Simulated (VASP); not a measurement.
Set up this calculation in VASP 6.6.1, as the native input.

```yaml
Task: single point
Functional: PBE
Potentials_or_basis: VASP PAW PBE potentials, release 64 (Hg)
Cutoff: 520 eV
k_mesh: 14 × 14 × 14
Occupations: gaussian, width 0.05 eV
Spin: no spin polarisation
Dipole_correction: no
Further_INCAR_settings: ALGO = Normal; EDIFF = 1e-07; NBANDS = 12
```

The structure of Hg lies in POSCAR:

```
Hg
1.0
    2.0460118912      1.1812655161      2.0034915238
   -2.0460118912      1.1812655161      2.0034915238
    0.0000000000     -2.3625310322      2.0034915238
Hg
1
Direct
    0.0000000000      0.0000000000      0.0000000000
```

These files were run (other wordings do the same):

INCAR

```
  PREC = Accurate
  ENCUT = 520
  EDIFF = 1E-7
  ISMEAR = 0
  SIGMA = 0.05
  LREAL = False
  LASPH = True
  NELM = 80
  ALGO = Normal
  ISIF = 2
  LWAVE = False
  LCHARG = True
  GGA = PE
  LELF = True
  LVHAR = True
  NBANDS = 12
```

KPOINTS

```
regular mesh
0
Gamma
  14 14 14
```

Potentials or basis: VASP PAW PBE potentials, release 64 (Hg).

Run with:

```console
$ cat potpaw_PBE.64/Hg/POTCAR > POTCAR
$ mpirun -np 1 vasp_std > vasp.out
```

It gave:

```
Pressure               : 0.1 GPa
Band gap on the k mesh : zero (bands 6 and 7 overlap by 3.99 eV)
```

Caveat: spin-orbit coupling is left out, which moves the levels of the heavy elements.

Wall time 17 s on 1 thread of Intel(R) Xeon(R) 6975P-C (Granite Rapids) (shared host), peak memory 0.21 GiB.
